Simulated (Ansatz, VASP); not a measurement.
**F in VASP and in Ansatz**

File INCAR:

```
SYSTEM = F
  PREC = Accurate
  ENCUT = 520
  EDIFF = 1E-7
  ISMEAR = 0
  SIGMA = 0.05
  LREAL = .FALSE.
  LASPH = .TRUE.
  NELM = 80
  ALGO = Normal
  ISIF = 2
  LWAVE = .FALSE.
  LCHARG = .FALSE.
  GGA = PE
  IVDW = 12
  NBANDS = 22
```

Contents of KPOINTS:

```
Automatic mesh
0
G
  8 8 4
  0 0 0
```

POSCAR

```
F
1.0
    2.6445792648     -1.8211061224      0.2790902097
    2.6445792648      1.8211061224      0.2790902097
   -0.8403498966      0.0000000000      6.8605651163
F
4
Direct
    0.9138648456      0.5855481450      0.0939279973
    0.4144518550      0.0861351544      0.4060720027
    0.0861351544      0.4144518550      0.9060720027
    0.5855481450      0.9138648456      0.5939279973
```

Input for Ansatz:

```yaml
crystal:
  lattice:
    - [2.6445792648, -1.8211061224, 0.2790902097]
    - [2.6445792648, 1.8211061224, 0.2790902097]
    - [-0.8403498966, 0.0, 6.8605651163]
  atoms:
    - { symbol: F, position: [0.9138648456, 0.585548145, 0.0939279973] }
    - { symbol: F, position: [0.414451855, 0.0861351544, 0.4060720027] }
    - { symbol: F, position: [0.0861351544, 0.414451855, 0.9060720027] }
    - { symbol: F, position: [0.585548145, 0.9138648456, 0.5939279973] }
basis:
  ecutwfc: 520.0
kpoints:
  mp_grid: { grid: [8, 8, 4] }
hamiltonian:
  xc: pbe
  dispersion: d3bj
scf:
  occupations: { method: gaussian, width: 0.05 }
output:
  forces: true
  stress: true
  eigenvalues: true
```

Change from the starting cell: volume 16.734 Å^3 an atom, stretch along a over the lengths across it, relative to the relaxed cell 0.9230.

Alike in both runs: task single point; functional PBE; dispersion D3(BJ); k mesh 8 × 8 × 4; occupations gaussian, width 0.05 eV; no spin polarisation.

|  | VASP | Ansatz |
| --- | --- | --- |
| version | VASP 6.6.1 | Ansatz 0.2.0 |
| potentials or method | VASP PAW PBE potentials, release 64 (F), cutoff 520 eV | scalar-relativistic, plane waves, PAW |
| valence electrons in the cell | 28 | 28 |

Ansatz gave:

```
gap on the k mesh at the Fermi level (eV)                     : 2.75
least direct gap on the mesh (eV)                             : 2.75
pressure (GPa)                                                : -1.7
traceless stress, the component that is largest in VASP (GPa) : -2.70
rms of the force components (eV/Å)                            : 0.438
```

**Question.** What did VASP give for the same quantities?

**Answer.** gap on the k mesh at the Fermi level (eV): 2.68; least direct gap on the mesh (eV): 2.68; pressure (GPa): -1.4; traceless stress, the component that is largest in VASP (GPa): -1.61; rms of the force components (eV/Å): 0.246.

Atom by atom the forces differ by 0.191 eV/Å (rms over components).
